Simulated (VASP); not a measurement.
## AlN: electric field gradients with LDA

AlN:

```
Al N
1.0
     0.01978    1.98789    1.98789
     1.98789    0.01978    1.98789
     1.98789    1.98789    0.01978
Al N
1 1
Direct
  0.00000 0.00000 0.00000
  0.50000 0.50000 0.50000
```

This cell differs from its parent crystal: equal xy, yz and zx shear strains of +1 %.

```yaml
Program: VASP 6.6.1
Task: electric field gradients
Functional: LDA
Potentials_or_basis: VASP PAW LDA potentials, release 64 (Al, N)
Cutoff: 520 eV
k_mesh: 10 × 10 × 10
Occupations: fermi-dirac, width 0.02 eV
Spin: no spin polarisation
Dipole_correction: no
Further_INCAR_settings: ALGO = Normal; EDIFF = 1e-08; NBANDS = 11
```

* Pressure: 13.3 GPa
* Band gap on the k mesh: 4.84 eV, indirect (least direct gap 6.66 eV)

Stress tensor (GPa, compression positive):
```
13.28 -3.50 -3.50
-3.50 13.28 -3.50
-3.50 -3.50 13.28
```

Levels at points of the mesh, in eV from the valence-band top:
```
           k point  band 1  band 2  band 3  band 4  band 5  band 6  band 7  band 8
(0.00, 0.00, 0.00)  -18.10   -0.23    0.00    0.00    6.66   11.85   12.31   12.31
(0.50, 0.00, 0.00)  -14.46   -8.82   -1.39   -1.25    6.39   11.10   11.28   14.08
(0.50, 0.50, 0.00)  -13.38   -7.94   -3.17   -2.95    4.84    5.18   14.61   17.92
(0.50, 0.50, 0.50)  -14.57   -8.96   -1.17   -1.17    6.69   11.51   11.51   13.86
```

Electric field gradients, principal values (V/Å²):
| atom | least | middle | greatest (by size) |
| --- | --- | --- | --- |
| 1 Al | 0.146 | 0.146 | -0.291 |
| 2 N | -2.184 | -2.184 | 4.368 |

Wall time 24 s on 1 thread of Intel Xeon 8259CL (shared host), peak memory 0.14 GiB.

Caveat: the cell differs from its parent crystal (equal xy, yz and zx shear strains of +1 %); without QUAD_EFG the Cq values of the log hold for a quadrupole moment of 1 mb, not for the nuclei. A k mesh can miss the band edges.
